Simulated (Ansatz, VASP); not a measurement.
Ag: VASP beside Ansatz

Contents of INCAR:

```
  ALGO = Fast
  EDIFF = 1E-6
  ENCUT = 520
  GGA = PS
  ISIF = 2
  ISMEAR = 0
  LASPH = T
  LCHARG = F
  LREAL = F
  LWAVE = F
  NBANDS = 12
  NELM = 100
  PREC = Accurate
  SIGMA = 0.15
```

File KPOINTS:

```
k-points
0
Gamma
  20 20 20
```

The input POSCAR:

```
Ag
1.0
   -1.7384367000      1.7384367000      1.6970453500
    1.7384367000     -1.7384367000      1.6970453500
    1.7384367000      1.7384367000     -1.6970453500
Ag
1
Direct
    0.0000000000      0.0000000000      0.0000000000
```

Input for Ansatz:

```yaml
crystal:
  lattice:
    - [-1.7384367, 1.7384367, 1.69704535]
    - [1.7384367, -1.7384367, 1.69704535]
    - [1.7384367, 1.7384367, -1.69704535]
  atoms:
    - { symbol: Ag, position: [0.0, 0.0, 0.0] }
basis:
  ecutwfc: 420
kpoints:
  mp_grid: { grid: [20, 20, 20] }
hamiltonian:
  xc: pbesol
scf:
  occupations: { method: gaussian, width: 0.15 }
output:
  forces: true
  stress: true
  eigenvalues: true
```

Change from the starting cell: strain +0.050 along x and y, +0.025 along z, atoms carried along.

Alike in both runs: task single point; functional PBEsol; k mesh 20 × 20 × 20; occupations gaussian, width 0.15 eV; no spin polarisation.

```csv
,VASP,Ansatz
version,VASP 6.6.1,Ansatz 0.2.0
potentials or method,"VASP PAW PBE potentials, release 64 (Ag), cutoff 520 eV","scalar-relativistic, plane waves, PAW"
valence electrons in the cell,11,19
```

```tsv
	VASP	Ansatz	Ansatz less VASP
gap on the k mesh at the Fermi level (eV)	none	none	-
pressure (GPa)	-13.0	-13.0	0.00
traceless stress, the component that is largest in VASP (GPa)	-0.23	-0.23	-0.002
```

VASP's potentials were made for PBE, not for PBEsol. A gap of «none» marks a metal or a gap that the smearing closes. VASP's potentials hold 11 valence electrons a cell and Ansatz's 19, so a difference there can come from the potentials and not from the codes.
